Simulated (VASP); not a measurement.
Crystal: KCl.

```xyz
2
Lattice="0.0000 3.5073 3.5073 3.5073 0.0000 3.5073 3.5073 3.5073 0.0000" Properties=species:S:1:pos:R:3 pbc="T T T"
K     0.0000    0.0000    0.0000
Cl    1.7536    1.7536    1.7536
```

Base run:

| Property | Result |
| --- | --- |
| Program | VASP 6.6.1 |
| Functional | r2SCAN |
| Potentials or basis | VASP PAW PBE potentials, release 64 (K_sv, Cl) |
| Cutoff | 520 eV |
| k mesh | 4 × 4 × 4 |
| Occupations | gaussian, width 0.01 eV |
| Spin | no spin polarisation |

Its results: band gap on the k mesh 5.35 eV, indirect (least direct gap 5.39 eV); pressure 0.0 GPa.

Problem. The run is repeated on the same cell with these changes: functional from r2SCAN to PBE; k mesh from 4 × 4 × 4 to 6 × 6 × 6. What comes out?

Solution. Band gap on the k mesh 4.77 eV, indirect (least direct gap 4.81 eV); pressure 0.3 GPa.

Several settings changed at once, so the effect can't be laid on one alone.

Caveats: the PAW data sets were made with another functional, which shifts forces and pressure a little (some runs).

A k mesh can miss the band edges.
